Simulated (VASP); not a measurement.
# Sb in VASP: notebook, part 2 of 3

VASP 6.6.1. Earlier steps stand in the parts before.

**3. Single point, PBE**

This run uses another cell than the first one, of 30.08 Å³/atom, 0.973 times its volume.

Contents of INCAR:

```
ALGO = Normal
EDIFF = 1E-6
ENCUT = 500
GGA = PE
GGA_COMPAT = F
ISIF = 2
ISMEAR = 0
LASPH = T
LCHARG = F
LREAL = F
LWAVE = F
NBANDS = 12
NELM = 120
PREC = Accurate
SIGMA = 0.1
```

Contents of KPOINTS:

```
k-points
0
Gamma
  14 14 8
```

Contents of POSCAR:

```
Sb
1.0
    3.1097412011      0.0000000000      0.0193539343
    0.0000000000      3.1097980779      0.0000000000
   -0.0387185096      0.0000000000      6.2211921693
Sb
2
Direct
    0.5000127581      0.0000000000      0.2500000000
    0.4999872419      0.0000000000      0.7500000000
```

Potentials or basis: VASP PAW PBE potentials, release 64 (Sb).

Command:

```sh
$ cat potpaw_PBE.64/Sb/POTCAR > POTCAR
$ mpirun -np 1 vasp_std > vasp.out
```

OUTCAR:

```text
EDIFF = 1E-6
   ENCUT = 500
   GGA = PE
   ISIF = 2
   ISMEAR = 0
   LASPH = T
   LREAL = F
   NELM = 120
   PREC = Accurate

 ion  position               nearest neighbor table
   1  0.500  0.000  0.250-   2 3.11   2 3.11
   2  0.500  0.000  0.750-   1 3.11   1 3.11

  LATTYP: Found a simple tetragonal cell.
 ALAT       =     3.1098014266
 C/A-ratio  =     2.0005498101

  Lattice vectors:

 A1 = (   3.1097412011,   0.0000000000,   0.0193539343)
 A2 = (   0.0000000000,   3.1097980779,   0.0000000000)
 A3 = (  -0.0387185096,   0.0000000000,   6.2211921693)

Analysis of symmetry for initial positions (statically):
=====================================================================
 Subroutine PRICEL returns:
 Original cell was already a primitive cell.

 Routine SETGRP: Setting up the symmetry group for a
 simple tetragonal supercell.

 Subroutine GETGRP returns: Found  8 space group operations
 (whereof  4 operations were pure point group operations)
 out of a pool of 16 trial point group operations.

The static configuration has the point symmetry C_2h.
 The point group associated with its full space group is D_2h.

Analysis of symmetry for dynamics (positions and initial velocities):
=====================================================================
 Subroutine PRICEL returns:
 Original cell was already a primitive cell.

 Routine SETGRP: Setting up the symmetry group for a
 simple tetragonal supercell.

 Subroutine GETGRP returns: Found  8 space group operations
 (whereof  4 operations were pure point group operations)
 out of a pool of 16 trial point group operations.

The dynamic configuration has the point symmetry C_2h.
 The point group associated with its full space group is D_2h.

 Subroutine INISYM returns: Found  8 space group operations
 (whereof  4 operations are pure point group operations),
 and found     1 'primitive' translations

----------------------------------------------------------------------------------------

                                     Primitive cell

  volume of cell :      60.1654

  direct lattice vectors                    reciprocal lattice vectors
     3.109741201  0.000000000  0.019353934     0.321557713  0.000000000  0.002001262
     0.000000000  3.109798078  0.000000000     0.000000000  0.321564286  0.000000000
    -0.038718510  0.000000000  6.221192169    -0.001000356  0.000000000  0.160734670

  length of vectors
     3.109801427  3.109798078  6.221312653     0.321563940  0.321564286  0.160737782

  position of ions in fractional coordinates (direct lattice)
     0.500012758  0.000000000  0.250000000
     0.499987242  0.000000000  0.750000000

  ion indices of the primitive-cell ions
   primitive index   ion index
                 1           1
                 2           2

----------------------------------------------------------------------------------------

 KPOINTS: k-points

Automatic generation of k-mesh.
 Grid dimensions read from file:
 generate k-points for:   14   14    8

 Generating k-lattice:

  Cartesian coordinates                     Fractional coordinates (reciprocal lattice)
     0.022968408  0.000000000  0.000142947     0.071428571  0.000000000 -0.000000000
     0.000000000  0.022968878  0.000000000     0.000000000  0.071428571  0.000000000
    -0.000125044  0.000000000  0.020091834     0.000000000  0.000000000  0.125000000

  Length of vectors
     0.022968853  0.022968878  0.020092223

  Shift w.r.t. Gamma in fractional coordinates (k-lattice)
     0.000000000  0.000000000  0.000000000

 Subroutine IBZKPT returns following result:
 ===========================================

 Found    320 irreducible k-points:

 Following reciprocal coordinates:
            Coordinates               Weight
  0.000000  0.000000  0.000000      1.000000
  0.071429  0.000000 -0.000000      2.000000
  0.000000  0.071429  0.000000      2.000000
  0.142857  0.000000 -0.000000      2.000000
  0.000000  0.142857  0.000000      2.000000
  0.214286  0.000000 -0.000000      2.000000
[... 16 lines left out ...]
  0.357143  0.071429 -0.000000      4.000000
 -0.071429  0.357143  0.000000      4.000000
 [... further k-points ...]
   k-points           NKPTS =    320   k-points in BZ     NKDIM =    320   number of bands    NBANDS=     12
   number of dos      NEDOS =    301   number of ions     NIONS =      2
   total plane-waves  NPLWV =  27648
   dimension x,y,z NGX =    24 NGY =   24 NGZ =   48
   dimension x,y,z NGXF=    48 NGYF=   48 NGZF=   96
   ions per type =               2
   NGX,Y,Z   is equivalent  to a cutoff of  12.83, 12.83, 12.83 a.u.
   NGXF,Y,Z  is equivalent  to a cutoff of  25.66, 25.66, 25.65 a.u.
 SYSTEM =  unknown system
   PREC   = accura    normal or accurate (medium, high low for compatibility)
   ISTART =      0    job   : 0-new  1-cont  2-samecut
   ICHARG =      2    charge: 1-file 2-atom 10-const
   ISPIN  =      1    spin polarized calculation?
   LNONCOLLINEAR =      F non collinear calculations
   LSORBIT =      F    spin-orbit coupling
   LASPH  =      T    aspherical Exc in radial PAW
   ENCUT  =  500.0 eV  36.75 Ry    6.06 a.u.   5.67  5.67 11.34*2*pi/ulx,y,z
   NELM   =    120;   NELMIN=  2; NELMDL= -5     # of ELM steps
   EDIFF  = 0.1E-05   stopping-criterion for ELM
   LREAL  =      F    real-space projection
   EDIFFG = 0.1E-04   stopping-criterion for IOM
   NSW    =      0    number of steps for IOM
   IBRION =     -1    ionic relax: 0-MD 1-quasi-New 2-CG
   NFREE  =      0    steps in history (QN), initial steepest desc. (CG)
   ISIF   =      2    stress and relaxation
   ISYM   =      2    0-nonsym 1-usesym 2-fastsym
   POTIM  = 0.5000    time-step for ionic-motion
   TEBEG  =    0.0;   TEEND  =   0.0 temperature during run
   PSTRESS=    0.0 pullay stress
   NELECT =      10.0000    total number of electrons
   NUPDOWN=      -1.0000    fix difference up-down
   EMIN   =  10.00;   EMAX   =-10.00  energy-range for DOS
   EFERMI =   0.00;   METHOD = LEGACY
   ISMEAR =     0;   SIGMA  =   0.10  broadening in eV -4-tet -1-fermi 0-gaus
   EFERMI_NEDOS =   21; number of points for ismear=-14 and -15
   IALGO  =     38    algorithm
   IMIX   =      4    mixing-type and parameters
     AMIX     =   0.40;   BMIX     =  1.00
     AMIX_MAG =   1.60;   BMIX_MAG =  1.00
  volume/ion in A,a.u.               =      30.08       203.01
  Fermi-wavevector in a.u.,A,eV,Ry     =   0.900104  1.700949 11.023258  0.810187
  Thomas-Fermi vector in A             =   2.023020
   LORBIT       =      0    0 simple, 1 ext, 2 COOP (PROOUT), +10 PAW based schemes
   GGA     = PE    functional components
   LHFCALC =     F    Hartree Fock is set to
   AEXX    =    0.0000 exact exchange contribution
   IVDW    =     0    specifies the selected vdW correction
   LEPSILON=     F    determine dielectric tensor
   LRPA    =     F    only Hartree local field effects (RPA)
 non-spin polarized calculation
 Gauss-broadening in eV      SIGMA  =   0.10
  energy-cutoff  :      500.00
  volume of cell :       60.17
 maximum number of plane-waves:      1552
   NGX = 11   NGY = 11   NGZ = 23

 number of electron      10.0000000 magnetization

 number of electron       9.9999999 magnetization

 Free energy of the ion-electron system (eV)
  ---------------------------------------------------
  ext. energy  EPLUGINS =         0.00000000
  ---------------------------------------------------
  free energy    TOTEN  =        -8.19169901 eV

  energy without entropy =       -8.18634051  energy(sigma->0) =       -8.18901976

 E-fermi :   6.9856     XC(G=0):  -9.5873

 val. band max:        6.9815302575   @ k =  -0.2857   0.4286   0.5000
 cond. band min:       6.9938918165   @ k =  -0.2143   0.2857   0.0000
 fundamental gap:      0.0123615590
 Fermi energy:         6.9855823375

 k-point     1 :       0.0000    0.0000    0.0000
  band No.  band energies     occupation
      1      -5.2911      2.00000
      2      -2.9033      2.00000
      3       1.5083      2.00000
      4      10.2692      0.00000
      5      10.2796      0.00000
      6      10.2796      0.00000
      7      12.2587      0.00000
      8      12.2588      0.00000
      9      13.9376      0.00000
     10      13.9450      0.00000
     11      15.2432      0.00000
     12      16.0085      0.00000
[... 331 lines left out ...]
 k-point    24 :      -0.0714    0.3571    0.0000
  band No.  band energies     occupation
      1      -3.5538      2.00000
      2      -1.1011      2.00000
      3       2.9878      2.00000
      4       3.0572      2.00000
      5       5.0980      2.00000
      6      10.4309      0.00000
      7      10.8644      0.00000
      8      11.8192      0.00000
      9      12.9868      0.00000
     10      15.7066      0.00000
     11      16.6088      0.00000
     12      17.8758      0.00000

 [... further k-points ...]
[... 5 lines left out ...]
  --------------------------------------------------------------------------------------
  -------------------------------------------------------------------------------------
  Total       -0.0221353     -0.0220770     -0.0248413      0.0000000      0.0000000      0.0000168
  in kB       -0.5894534     -0.5879006     -0.6615131      0.0000000      0.0000000      0.0004485
  external PRESSURE =      -0.6129557 kB  Pullay stress =       0.0000000 kB

 VOLUME and BASIS-vectors are now :
 -----------------------------------------------------------------------------
  energy-cutoff  :      500.00
  volume of cell :       60.17
      direct lattice vectors                 reciprocal lattice vectors
     3.109741201  0.000000000  0.019353934     0.321557713  0.000000000  0.002001262
     0.000000000  3.109798078  0.000000000     0.000000000  0.321564286  0.000000000
    -0.038718510  0.000000000  6.221192169    -0.001000356  0.000000000  0.160734670

 POSITION                                       TOTAL-FORCE (eV/Angst)
 -----------------------------------------------------------------------------------
      1.54523      0.00000      1.56498        -0.000021      0.000000     -0.000000
      1.52579      0.00000      4.67557         0.000021      0.000000      0.000000
 -----------------------------------------------------------------------------------
    total drift:                               -0.000000      0.000000     -0.000000

  FREE ENERGIE OF THE ION-ELECTRON SYSTEM (eV)
  ---------------------------------------------------
  free  energy   TOTEN  =        -8.1916990138 eV

  energy  without entropy=       -8.1863405093  energy(sigma->0) =       -8.18901976
```

stdout:

```text
POSCAR found type information on POSCAR Sb
 POSCAR found :  1 types and       2 ions
 scaLAPACK will be used
 LDA part: xc-table for (Slater+PW92), standard interpolation
 POSCAR, INCAR and KPOINTS ok, starting setup
 FFT: planning ... GRIDC
 FFT: planning ... GRID_SOFT
 FFT: planning ... GRID
 WAVECAR not read
 entering main loop
```

It took 3 min on 1 thread of AMD EPYC 7R13, shared host; peak memory 0.28 GiB.

What came out:

| Item | Value |
| --- | --- |
| Free energy | -8.1917 eV |
| Pressure | -0.1 GPa |
| Band gap on the k mesh | zero (band 5 reaches 11.10 eV, above the bottom of band 6 at 4.31 eV) |

Caveat: spin-orbit coupling is left out, which moves the levels of the heavy elements.

[end of part 2 of 3]
